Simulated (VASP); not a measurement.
Here is a VASP 6.6.1 calculation.

File INCAR:

```
  ALGO = Fast
  EDIFF = 1E-7
  EDIFFG = -0.008
  ENCUT = 600
  GGA = PS
  IBRION = 2
  ISIF = 3
  ISMEAR = 0
  LASPH = T
  LCHARG = F
  LREAL = F
  LWAVE = F
  NELM = 80
  NSW = 70
  PREC = Accurate
  PSTRESS = 300.0
  SIGMA = 0.1
```

Contents of KPOINTS:

```
k-points
0
Gamma
  16 16 6
```

File POSCAR:

```
Al3Cu
1.0
    2.6069914797      0.0000000000      0.0000000000
    0.0000000000      2.6069914797      0.0000000000
    0.0000000000      0.0000000000      7.1053220430
Al Cu
3 1
Direct
    0.0000000000      0.0000000000      0.5000000000
    0.5000000000      0.5000000000      0.2253468513
    0.5000000000      0.5000000000      0.7746531487
    0.0000000000      0.0000000000      0.0000000000
```

Potentials or basis: VASP PAW PBE potentials, release 64 (Al, Cu).

Run with:

```console
$ cat potpaw_PBE.64/Al/POTCAR potpaw_PBE.64/Cu/POTCAR > POTCAR
$ mpirun -np 1 vasp_std > vasp.out
```

Question: Predict the relaxed volume.

Answer: 12.09 Å³/atom.

Question: Predict the band gap on the k mesh.

Answer: Zero (bands 10 and 11 overlap by 6.63 eV).

Step by step:
```csv
step,energy change (eV),largest force (eV/Å),pressure (GPa),volume (Å³)
1,0.0000,0.2336,30.66,48.29
2,-0.0683,0.0894,29.04,48.64
3,-0.0681,0.0900,29.01,48.64
4,-0.0104,0.0122,30.27,48.32
5,-0.0201,0.0050,30.09,48.37
6,-0.0211,0.0068,30.04,48.38
```

Caveat: the cell is relaxed towards a set pressure, so the run minimises the enthalpy, not the energy; the PAW data sets were made with another functional, which shifts forces and pressure a little.
